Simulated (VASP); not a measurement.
## SiGe5: single point with PBE

Crystal: SiGe5.

```xyz
6
Lattice="2.9742 0.0000 0.0000 0.0000 2.9742 0.0000 0.0000 0.0000 12.6183" Properties=species:S:1:pos:R:3 pbc="T T T"
Si    1.4871    1.4871    6.3092
Ge    0.0000    0.0000    0.0000
Ge    1.4871    1.4871    2.1031
Ge    0.0000    0.0000    4.2061
Ge    0.0000    0.0000    8.4122
Ge    1.4871    1.4871   10.5153
```

```
Program                : VASP 6.6.1
Task                   : single point
Functional             : PBE
Potentials or basis    : VASP PAW PBE potentials, release 64 (Si, Ge_d)
Cutoff                 : 520 eV
k mesh                 : 6 × 6 × 2
Occupations            : gaussian, width 0.1 eV
Spin                   : no spin polarisation
Dipole correction      : no
Further INCAR settings : ALGO = Normal; EDIFF = 1e-07; NBANDS = 46
```

```
Pressure               : 1.3 GPa
Largest force          : 0.474 eV/Å
Band gap on the k mesh : zero (bands 37 and 38 overlap by 5.71 eV)
```

Forces on the atoms (eV/Å):
```
Si   0.000  0.000  0.000
Ge   0.000  0.000  0.000
Ge   0.000  0.000 -0.023
Ge   0.000  0.000  0.474
Ge   0.000  0.000 -0.474
Ge   0.000  0.000  0.023
```

Stress tensor (GPa, compression positive):
```
 2.88  0.00  0.00
 0.00  2.88  0.00
 0.00  0.00 -1.76
```

Levels at points of the mesh, in eV from the Fermi level:
| k point | band 34 | band 35 | band 36 | band 37 | band 38 | band 39 | band 40 | band 41 |
| --- | --- | --- | --- | --- | --- | --- | --- | --- |
| (0.00, 0.00, 0.00) | 1.10 | 2.61 | 2.61 | 3.53 | 3.53 | 3.56 | 3.56 | 5.88 |
| (0.50, 0.00, 0.00) | -4.68 | -4.65 | -0.69 | -0.57 | -0.12 | -0.05 | 5.19 | 5.21 |
| (0.50, 0.50, 0.00) | -3.42 | -3.42 | -3.36 | -3.36 | -0.63 | -0.63 | -0.56 | -0.56 |
| (0.00, 0.00, 0.50) | 2.85 | 2.85 | 2.85 | 2.85 | 3.84 | 4.06 | 4.66 | 4.66 |
| (0.50, 0.00, 0.50) | -2.88 | -2.82 | -2.80 | -2.68 | 2.34 | 2.40 | 2.46 | 2.52 |
| (0.50, 0.50, 0.50) | -4.07 | -4.07 | -2.23 | -2.23 | -2.18 | -2.18 | -0.51 | -0.41 |

Wall time 2.6 min on 1 thread of Intel(R) Xeon(R) Platinum 8259CL CPU @ 2.50GHz (Skylake/Cascade Lake), with other jobs on the host, peak memory 0.26 GiB.
